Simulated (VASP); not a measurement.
# C in VASP: further runs

The runs below take C through single point, relaxation of cell and atoms, with PBEsol.

All numbers are computed with VASP 6.6.1; they aren't measurements. Logs are shortened: lines on timing, memory, paths and dates and some standing lists are left out, and cuts for length are marked.

## 1. The cell of the first run

The structure is tetragonal, space group I4/mmm (No. 139). The conventional cell has a = 2.462 Å, b = 2.462 Å, c = 3.745 Å, α = 90.00°, β = 90.00°, γ = 90.00°. C (site symmetry 4/mmm) has 12 C at 2.46 to 2.56 Å within 3.3 Å.

## 2. Single point, PBEsol

File INCAR:

```
PREC = Accurate
ENCUT = 520
EDIFF = 1E-6
ISMEAR = 0
SIGMA = 0.1
LREAL = False
LASPH = True
NELM = 60
ALGO = Normal
ISIF = 2
LWAVE = False
LCHARG = True
GGA = PS
LELF = True
LVHAR = True
NBANDS = 8
```

File KPOINTS:

```
Automatic mesh
0
Gamma
  10 10 10
```

File POSCAR:

```
C
1.0
   -1.2309364123      1.2309364123      1.8726901807
    1.2309364123     -1.2309364123      1.8726901807
    1.2309364123      1.2309364123     -1.8726901807
C
1
Direct
    0.0000000000      0.0000000000      0.0000000000
```

Potentials or basis: VASP PAW PBE potentials, release 64 (C).

Started as:

```sh
cat potpaw_PBE.64/C/POTCAR > POTCAR
mpirun -np 1 vasp_std > vasp.out
```

OUTCAR:

```text
PREC = Accurate
   ENCUT = 520
   EDIFF = 1E-6
   ISMEAR = 0
   LREAL = False
   LASPH = True
   NELM = 60
   ISIF = 2
   GGA = PS

 ion  position               nearest neighbor table
   1  0.000  0.000  0.000-

  LATTYP: Found a body centered tetragonal cell.
 ALAT       =     2.4618728246
 C/A-ratio  =     1.5213541187

  Lattice vectors:

 A1 = (  -1.2309364123,   1.2309364123,   1.8726901807)
 A2 = (   1.2309364123,  -1.2309364123,   1.8726901807)
 A3 = (   1.2309364123,   1.2309364123,  -1.8726901807)

Analysis of symmetry for initial positions (statically):
=====================================================================
 Subroutine PRICEL returns:
 Original cell was already a primitive cell.

 Routine SETGRP: Setting up the symmetry group for a
 body centered tetragonal supercell.

 Subroutine GETGRP returns: Found 16 space group operations
 (whereof 16 operations were pure point group operations)
 out of a pool of 16 trial point group operations.

The static configuration has the point symmetry D_4h.

Analysis of symmetry for dynamics (positions and initial velocities):
=====================================================================
 Subroutine PRICEL returns:
 Original cell was already a primitive cell.

 Routine SETGRP: Setting up the symmetry group for a
 body centered tetragonal supercell.

 Subroutine GETGRP returns: Found 16 space group operations
 (whereof 16 operations were pure point group operations)
 out of a pool of 16 trial point group operations.

The dynamic configuration has the point symmetry D_4h.

 Subroutine INISYM returns: Found 16 space group operations
 (whereof 16 operations are pure point group operations),
 and found     1 'primitive' translations

----------------------------------------------------------------------------------------

                                     Primitive cell

  volume of cell :      11.3500

  direct lattice vectors                    reciprocal lattice vectors
    -1.230936412  1.230936412  1.872690181     0.000000000  0.406194825  0.266995579
     1.230936412 -1.230936412  1.872690181     0.406194825  0.000000000  0.266995579
     1.230936412  1.230936412 -1.872690181     0.406194825  0.406194825  0.000000000

  length of vectors
     2.556829563  2.556829563  2.556829563     0.486087312  0.486087312  0.574446230

  position of ions in fractional coordinates (direct lattice)
     0.000000000  0.000000000  0.000000000

  ion indices of the primitive-cell ions
   primitive index   ion index
                 1           1

----------------------------------------------------------------------------------------

 KPOINTS: Automatic mesh

Automatic generation of k-mesh.
 Grid dimensions read from file:
 generate k-points for:   10   10   10

 Generating k-lattice:

  Cartesian coordinates                     Fractional coordinates (reciprocal lattice)
     0.000000000  0.040619482  0.026699558     0.100000000  0.000000000  0.000000000
     0.040619482  0.000000000  0.026699558     0.000000000  0.100000000  0.000000000
     0.040619482  0.040619482  0.000000000     0.000000000  0.000000000  0.100000000

  Length of vectors
     0.048608731  0.048608731  0.057444623

  Shift w.r.t. Gamma in fractional coordinates (k-lattice)
     0.000000000  0.000000000  0.000000000

 Subroutine IBZKPT returns following result:
 ===========================================

 Found    102 irreducible k-points:

 Following reciprocal coordinates:
            Coordinates               Weight
  0.000000  0.000000  0.000000      1.000000
  0.100000  0.000000  0.000000      8.000000
  0.200000  0.000000  0.000000      8.000000
  0.300000  0.000000  0.000000      8.000000
  0.400000  0.000000  0.000000      8.000000
  0.500000  0.000000 -0.000000      4.000000
[... 16 lines left out ...]
  0.300000  0.300000  0.000000      8.000000
  0.400000  0.300000  0.000000     16.000000
 [... further k-points ...]
   k-points           NKPTS =    102   k-points in BZ     NKDIM =    102   number of bands    NBANDS=      8
   number of dos      NEDOS =    301   number of ions     NIONS =      1
   total plane-waves  NPLWV =   8000
   dimension x,y,z NGX =    20 NGY =   20 NGZ =   20
   dimension x,y,z NGXF=    40 NGYF=   40 NGZF=   40
   ions per type =               1
   NGX,Y,Z   is equivalent  to a cutoff of  13.00, 13.00, 13.00 a.u.
   NGXF,Y,Z  is equivalent  to a cutoff of  26.01, 26.01, 26.01 a.u.
 SYSTEM =  unknown system
   PREC   = accura    normal or accurate (medium, high low for compatibility)
   ISTART =      0    job   : 0-new  1-cont  2-samecut
   ICHARG =      2    charge: 1-file 2-atom 10-const
   ISPIN  =      1    spin polarized calculation?
   LNONCOLLINEAR =      F non collinear calculations
   LSORBIT =      F    spin-orbit coupling
   LASPH  =      T    aspherical Exc in radial PAW
   ENCUT  =  520.0 eV  38.22 Ry    6.18 a.u.   4.75  4.75  4.75*2*pi/ulx,y,z
   NELM   =     60;   NELMIN=  2; NELMDL= -5     # of ELM steps
   EDIFF  = 0.1E-05   stopping-criterion for ELM
   LREAL  =      F    real-space projection
   EDIFFG = 0.1E-04   stopping-criterion for IOM
   NSW    =      0    number of steps for IOM
   IBRION =     -1    ionic relax: 0-MD 1-quasi-New 2-CG
   NFREE  =      0    steps in history (QN), initial steepest desc. (CG)
   ISIF   =      2    stress and relaxation
   ISYM   =      2    0-nonsym 1-usesym 2-fastsym
   POTIM  = 0.5000    time-step for ionic-motion
   TEBEG  =    0.0;   TEEND  =   0.0 temperature during run
   PSTRESS=    0.0 pullay stress
   NELECT =       4.0000    total number of electrons
   NUPDOWN=      -1.0000    fix difference up-down
   EMIN   =  10.00;   EMAX   =-10.00  energy-range for DOS
   EFERMI =   0.00;   METHOD = LEGACY
   ISMEAR =     0;   SIGMA  =   0.10  broadening in eV -4-tet -1-fermi 0-gaus
   EFERMI_NEDOS =   21; number of points for ismear=-14 and -15
   IALGO  =     38    algorithm
   IMIX   =      4    mixing-type and parameters
     AMIX     =   0.40;   BMIX     =  1.00
     AMIX_MAG =   1.60;   BMIX_MAG =  1.00
  volume/ion in A,a.u.               =      11.35        76.59
  Fermi-wavevector in a.u.,A,eV,Ry     =   1.156367  2.185217 18.193509  1.337185
  Thomas-Fermi vector in A             =   2.292988
[... 43 lines left out ...]
  band No.  band energies     occupation
      1     -11.0516      2.00000
      2       6.9715      0.00000
      3       7.5626      0.00000
      4       7.7589      0.00000
      5      22.8013      0.00000
      6      25.3518      0.00000
      7      27.4300      0.00000
      8      28.1116      0.00000

 k-point     3 :       0.2000    0.0000    0.0000
  band No.  band energies     occupation
      1     -10.1997      2.00000
      2       4.8563      0.00000
      3       7.1760      0.00000
      4       7.5854      0.00000
      5      22.5366      0.00000
      6      23.9658      0.00000
      7      27.1568      0.00000
      8      28.6548      0.00000

 k-point     4 :       0.3000    0.0000    0.0000
  band No.  band energies     occupation
      1      -8.8179      2.00000
      2       2.0505      2.00000
      3       6.7471      0.00000
      4       7.3917      0.00000
      5      21.3045      0.00000
      6      24.3237      0.00000
      7      26.1353      0.00000
      8      27.9947      0.00000

 k-point     5 :       0.4000    0.0000    0.0000
  band No.  band energies     occupation
      1      -7.0313      2.00000
      2      -0.7877      2.00000
      3       6.4281      0.00000
      4       7.2494      0.00000
      5      20.5654      0.00000
      6      24.5351      0.00000
      7      25.3705      0.00000
      8      27.0163      0.00000

 k-point     6 :       0.5000    0.0000   -0.0000
  band No.  band energies     occupation
      1      -5.7210      2.00000
      2      -2.4787      2.00000
      3       6.3122      0.00000
      4       7.1981      0.00000
      5      20.3292      0.00000
      6      24.6536      0.00000
      7      25.0031      0.00000
      8      26.6341      0.00000

 k-point     7 :       0.1000    0.1000    0.0000
  band No.  band energies     occupation
      1     -10.5945      2.00000
      2       6.2053      0.00000
      3       6.9345      0.00000
      4       7.6148      0.00000
      5      23.0619      0.00000
      6      24.1082      0.00000
      7      26.9283      0.00000
      8      28.2060      0.00000

 k-point     8 :       0.2000    0.1000   -0.0000
  band No.  band energies     occupation
      1      -9.5820      2.00000
      2       4.1361      0.00000
      3       6.3244      0.00000
      4       7.3405      0.00000
      5      22.5802      0.00000
      6      23.5730      0.00000
      7      25.5125      0.00000
      8      28.4074      0.00000

 k-point     9 :       0.3000    0.1000    0.0000
  band No.  band energies     occupation
      1      -8.0659      2.00000
      2       1.3540      2.00000
      3       6.0295      0.00000
      4       6.9628      0.00000
      5      21.5932      0.00000
      6      22.9581      0.00000
      7      25.6523      0.00000
      8      27.2973      0.00000

 k-point    10 :       0.4000    0.1000   -0.0000
  band No.  band energies     occupation
      1      -6.2568      2.00000
      2      -1.2953      2.00000
      3       5.9318      0.00000
      4       6.6675      0.00000
      5      20.8909      0.00000
      6      22.4480      0.00000
      7      25.8291      0.00000
      8      27.0770      0.00000
[... 78 lines left out ...]
 k-point    18 :       0.4000    0.2000    0.0000
  band No.  band energies     occupation
      1      -5.1627      2.00000
      2      -1.1639      2.00000
      3       4.1789      0.00000
      4       5.9172      0.00000
      5      19.3104      0.00000
      6      22.4457      0.00000
      7      26.1359      0.00000
      8      27.7954      0.00000

 k-point    19 :       0.5000    0.2000   -0.0000
  band No.  band energies     occupation
      1      -5.4287      2.00000
      2      -0.8718      2.00000
      3       4.7297      0.00000
      4       5.6159      0.00000
      5      18.8737      0.00000
      6      21.8401      0.00000
      7      26.5864      0.00000
      8      28.1305      0.00000

 k-point    20 :      -0.4000    0.2000   -0.0000
  band No.  band energies     occupation
      1      -7.1691      2.00000
      2       1.4833      2.00000
      3       5.4208      0.00000
      4       5.6081      0.00000
      5      19.2049      0.00000
      6      21.0407      0.00000
      7      26.7814      0.00000
      8      28.8941      0.00000

 k-point    21 :      -0.3000    0.2000   -0.0000
  band No.  band energies     occupation
      1      -8.7002      2.00000
      2       3.9728      0.00000
      3       5.8235      0.00000
      4       6.0577      0.00000
      5      20.1932      0.00000
      6      20.6844      0.00000
      7      27.4197      0.00000
      8      29.3789      0.00000

 k-point    22 :      -0.2000    0.2000    0.0000
  band No.  band energies     occupation
      1      -9.7505      2.00000
      2       5.8674      0.00000
      3       6.1873      0.00000
      4       6.4118      0.00000
      5      21.3176      0.00000
      6      21.7757      0.00000
      7      28.5463      0.00000
      8      28.7115      0.00000

 k-point    23 :       0.3000    0.3000    0.0000
  band No.  band energies     occupation
      1      -5.2483      2.00000
      2       1.0997      2.00000
      3       1.6798      2.00000
      4       5.7540      0.00000
      5      18.5156      0.00000
      6      23.5828      0.00000
      7      25.0533      0.00000
      8      29.1103      0.00000

 k-point    24 :       0.4000    0.3000    0.0000
  band No.  band energies     occupation
      1      -3.9975      2.00000
      2      -0.3656      2.00000
      3       2.0710      2.00000
      4       5.1837      0.00000
      5      17.2471      0.00000
      6      22.0693      0.00000
      7      26.5259      0.00000
      8      29.8986      0.00000

 [... further k-points ...]

------------------------ aborting loop because EDIFF is reached ----------------------------------------

  FORCE on cell =-STRESS in cart. coord.  units (eV):
  Direction    XX          YY          ZZ          XY          YZ          ZX
  --------------------------------------------------------------------------------------
  -------------------------------------------------------------------------------------
  Total       -2.5265318     -2.5265318     -2.2389734      0.0000000      0.0000000      0.0000000
  in kB     -356.6466772   -356.6466772   -316.0547770      0.0000000      0.0000000      0.0000000
  external PRESSURE =    -343.1160438 kB  Pullay stress =       0.0000000 kB

 VOLUME and BASIS-vectors are now :
 -----------------------------------------------------------------------------
  energy-cutoff  :      520.00
  volume of cell :       11.35
      direct lattice vectors                 reciprocal lattice vectors
    -1.230936412  1.230936412  1.872690181     0.000000000  0.406194825  0.266995579
     1.230936412 -1.230936412  1.872690181     0.406194825  0.000000000  0.266995579
     1.230936412  1.230936412 -1.872690181     0.406194825  0.406194825  0.000000000

 POSITION                                       TOTAL-FORCE (eV/Angst)
 -----------------------------------------------------------------------------------
      0.00000      0.00000      0.00000         0.000000      0.000000     -0.000000
 -----------------------------------------------------------------------------------
    total drift:                                0.000000     -0.000000     -0.000000

  FREE ENERGIE OF THE ION-ELECTRON SYSTEM (eV)
  ---------------------------------------------------
  free  energy   TOTEN  =        -4.5281641981 eV

  energy  without entropy=       -4.5255655120  energy(sigma->0) =       -4.52686486
```

Run time: 3.2 s. Hardware: 1 thread of Intel Xeon 6975P-C (Granite Rapids), shared host; peak memory 0.12 GiB.

Results:

```yaml
Free_energy: -4.5282 eV
Pressure: -34.3 GPa
Band_gap_on_the_k_mesh: zero (band 2 reaches 7.66 eV, above the bottom of band 3 at 0.58 eV)
```

Caveat: the k points lie up to 0.36 Å⁻¹ apart; the PAW data sets were made with another functional, which shifts forces and pressure a little.

## 3. Relaxation of cell and atoms, PBEsol

This run uses another cell than the first one, of 11.47 Å³/atom, 1.010 times its volume.

File INCAR:

```
SYSTEM = C
PREC = Accurate
ENCUT = 600
EDIFF = 1E-7
ISMEAR = 0
SIGMA = 0.1
LREAL = .FALSE.
LASPH = .TRUE.
NELM = 60
ALGO = Normal
ISIF = 3
LWAVE = .FALSE.
LCHARG = .FALSE.
GGA = PS
IBRION = 2
NSW = 90
EDIFFG = -0.04
```

File KPOINTS:

```
regular mesh
0
G
  8 8 8
  0 0 0
```

File POSCAR:

```
C
1.0
    0.0000000000      1.7898390965      1.7898390965
    1.7898390965      0.0000000000      1.7898390965
    1.7898390965      1.7898390965      0.0000000000
C
1
Direct
    0.0000000000      0.0000000000      0.0000000000
```

Potentials or basis: VASP PAW PBE potentials, release 64 (C).

Started as:

```sh
cat potpaw_PBE.64/C/POTCAR > POTCAR
mpirun -np 1 vasp_std > vasp.out
```

Run time: 3.3 s. Hardware: 1 thread of Intel Xeon 6975P-C (Granite Rapids), shared host; peak memory 0.12 GiB.

It converged, with:

* Free energy: -5.1740 eV
* Relaxed volume: 7.15 Å³/atom
* Relaxed cell: a = 2.163 Å, b = 2.163 Å, c = 2.163 Å, α = 60.00°, β = 60.00°, γ = 60.00°
* Space group after relaxing (to 0.05 Å): Fm-3m (No. 225)
* Energy gained by relaxing: 666.3 meV/atom
* Ionic steps: 4
* Pressure after relaxing: 0.5 GPa
* Band gap on the k mesh: zero (band 2 reaches 16.08 eV, above the bottom of band 3 at 4.25 eV)

Step by step:
| step | energy change (eV) | largest force (eV/Å) | pressure (GPa) | volume (Å³) |
| --- | --- | --- | --- | --- |
| 1 | 0.0000 | 0.0000 | -32.93 | 11.47 |
| 2 | -0.6226 | 0.0000 | -15.84 | 7.98 |
| 3 | -0.6651 | 0.0000 | -3.09 | 7.30 |
| 4 | -0.6663 | 0.0000 | 0.55 | 7.15 |

Final structure:
```yaml
crystal:
  lattice:
    - [0.00000, 1.52933, 1.52933]
    - [1.52933, 0.00000, 1.52933]
    - [1.52933, 1.52933, 0.00000]
  atoms:
    - { symbol: C, position: [0.00000, 0.00000, 0.00000] }
```

Levels at points of the mesh, in eV from the Fermi level:
| k point | band 1 | band 2 | band 3 | band 4 | band 5 | band 6 |
| --- | --- | --- | --- | --- | --- | --- |
| (0.00, 0.00, 0.00) | -19.13 | 8.12 | 8.12 | 8.12 | 30.13 | 31.46 |
| (0.50, 0.00, 0.00) | -9.53 | -8.98 | 6.36 | 6.36 | 24.90 | 27.50 |
| (0.50, 0.50, 0.00) | -7.03 | -5.51 | 2.22 | 2.22 | 14.69 | 16.18 |

Caveat: the k points lie up to 0.44 Å⁻¹ apart in the final cell; the volume moved by over 15 % at a fixed basis, so the end points are rough; the PAW data sets were made with another functional, which shifts forces and pressure a little.

## 4. Relaxation of cell and atoms, PBEsol

File INCAR:

```
SYSTEM = C
ALGO = Normal ; EDIFF = 1E-7
EDIFFG = -0.04 ; ENCUT = 600
GGA = PS ; IBRION = 2
ISIF = 3 ; ISMEAR = 0
LASPH = .TRUE. ; LCHARG = .FALSE.
LREAL = .FALSE. ; LWAVE = .FALSE.
NELM = 100 ; NSW = 90
PREC = Accurate ; SIGMA = 0.1
```

File KPOINTS:

```
k-points
0
G
  10 10 10
  0 0 0
```

File POSCAR:

```
C
1.0
   -1.2309364123      1.2309364123      1.8726901807
    1.2309364123     -1.2309364123      1.8726901807
    1.2309364123      1.2309364123     -1.8726901807
C
1
Direct
    0.0000000000      0.0000000000      0.0000000000
```

Started as:

```sh
cat potpaw_PBE.64/C/POTCAR > POTCAR
mpirun -np 1 vasp_std > vasp.out
```

Run time: 68 s. Hardware: 1 thread of Intel Xeon 6975P-C, shared host; peak memory 0.13 GiB.

The run converged. Its results:

```yaml
Free_energy: -7.0950 eV
Relaxed_volume: 7.26 Å³/atom
Relaxed_cell: a = 3.029 Å, b = 3.029 Å, c = 3.029 Å, α = 149.23°, β = 149.23°, γ = 44.07°
Space_group_after_relaxing_to_0.05_Å: I4/mmm (No. 139)
Energy_gained_by_relaxing: 2566.9 meV/atom
Ionic_steps: 27
Pressure_after_relaxing: -0.4 GPa
Band_gap_on_the_k_mesh: zero (band 2 reaches 7.79 eV, above the bottom of band 3 at 5.14 eV)
```

Stress tensor (GPa, compression positive):
```
-0.58  0.00  0.00
 0.00 -0.58  0.00
 0.00  0.00  0.10
```

The path:
```tsv
step	energy change (eV)	largest force (eV/Å)	pressure (GPa)	volume (Å³)
1	0.0000	0.0000	-34.35	11.35
2	-0.6695	0.0000	-17.95	7.80
3	-0.7321	0.0000	-3.27	6.98
4	-0.7342	0.0000	2.07	6.78
5	-0.7341	0.0000	-0.09	6.86
6	-0.8223	0.0000	-1.41	6.69
7	-1.6538	0.0000	-9.74	6.04
8	-0.6160	0.0000	340.15	4.37
9	-1.9559	0.0000	22.21	5.63
10	-1.9758	0.0000	41.69	5.45
11	-1.8608	0.0000	136.57	4.93
12	-1.9847	0.0000	66.65	5.27
13	-1.9668	0.0000	95.58	5.10
14	-1.9747	0.0000	98.20	5.10
15	-1.9872	0.0000	106.77	5.10
16	-1.9850	0.0000	125.31	5.09
17	-1.9942	0.0000	114.61	5.10
18	-2.0186	0.0000	111.37	5.13
19	-2.0874	0.0000	101.97	5.23
20	-2.2022	0.0000	85.18	5.43
21	-2.3665	0.0000	58.60	5.85
22	-2.5367	0.0000	21.50	6.72
23	-2.4371	0.0000	-22.26	8.62
24	-2.5620	0.0000	4.72	7.28
25	-2.5620	0.0000	5.94	7.23
26	-2.5650	0.0000	3.52	7.24
27	-2.5669	0.0000	-0.35	7.26
```

Final structure:
```xyz
1
Lattice="-0.8037 0.8037 2.8080 0.8037 -0.8037 2.8080 0.8037 0.8037 -2.8080" Properties=species:S:1:pos:R:3 pbc="T T T"
C     0.0000    0.0000    0.0000
```

Levels at points of the mesh, in eV from the Fermi level:
```csv
k point,band 1,band 2,band 3,band 4,band 5,band 6
"(0.00, 0.00, 0.00)",-20.46,-4.94,6.08,15.81,15.81,38.33
"(0.50, 0.00, 0.00)",-10.95,-6.85,1.52,12.29,19.98,22.28
"(0.50, 0.50, 0.00)",-3.46,-3.20,7.88,8.63,13.56,22.68
"(0.50, 0.50, 0.50)",-19.40,-9.69,15.71,15.71,16.98,27.23
```

Caveat: the k points lie up to 0.55 Å⁻¹ apart in the final cell; the volume moved by over 15 % at a fixed basis, so the end points are rough; the PAW data sets were made with another functional, which shifts forces and pressure a little.

## 5. Overview

```csv
task,cell,k mesh,cutoff (eV),gap on the mesh (eV),pressure (GPa)
single point,"a = 2.557 Å, angles 122.4, 122.4, 85.8°, 1 atom",10 × 10 × 10,520,none,-34.3
relaxation of cell and atoms,"relaxed from a = 2.531 Å, angles 60.0°, 1 atom",8 × 8 × 8,600,none,0.5
relaxation of cell and atoms,"relaxed from a = 2.557 Å, angles 122.4, 122.4, 85.8°, 1 atom",10 × 10 × 10,600,none,-0.4
```

Alike in all rows: level PBEsol; potentials or basis VASP PAW PBE potentials, release 64 (C); no spin polarisation; smearing gaussian 0.1 eV.

Caveats: all runs use coarse meshes; the PAW data sets were made with another functional, which shifts forces and pressure a little; the volume moved by over 15 % at a fixed basis, so the end points are rough (some runs).

Absolute energies hang on the potentials; compare differences alone.
